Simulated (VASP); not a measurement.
**NbGaSe3: single point with PBE**

NbGaSe3:

```
Nb Ga Se
1.0
     4.65332    0.00000    0.00000
     0.00000    4.65332    0.00000
     0.00000    0.00000    4.65332
Nb Ga Se
1 1 3
Direct
  0.50000 0.50000 0.50000
  0.00000 0.00000 0.00000
  0.50000 0.50000 0.00000
  0.00000 0.50000 0.50000
  0.50000 0.00000 0.50000
```

The cell was generated, and may not be a known phase.

- Program: VASP 6.6.1
- Task: single point
- Functional: PBE
- Potentials or basis: VASP PAW PBE potentials, release 64 (Nb_sv, Ga_d, Se)
- Cutoff: 520 eV
- k mesh: 4 × 4 × 4
- Occupations: gaussian, width 0.1 eV
- Spin: no spin polarisation
- Dipole correction: no
- Further INCAR settings: ALGO = Normal; EDIFF = 1e-07; NBANDS = 30

The pressure is 30.1 GPa and the band gap on the k mesh is zero (bands 22 and 23 overlap by 1.21 eV).

Levels at points of the mesh, in eV from the Fermi level:
```csv
k point,band 20,band 21,band 22,band 23,band 24,band 25
"(0.00, 0.00, 0.00)",-1.41,-1.41,-1.41,-0.43,-0.43,-0.43
"(0.50, 0.00, 0.00)",-1.34,-0.58,-0.58,-0.56,1.31,1.84
"(0.50, 0.50, 0.00)",-2.84,-2.51,0.45,1.42,2.28,2.28
"(0.50, 0.50, 0.50)",0.50,0.50,0.50,1.46,1.46,1.46
```

It took 25 s on 1 thread of Intel(R) Xeon(R) Platinum 8559C (Emerald Rapids) (shared host), peak memory 0.21 GiB.

Caveat: the cell stands under pressure.
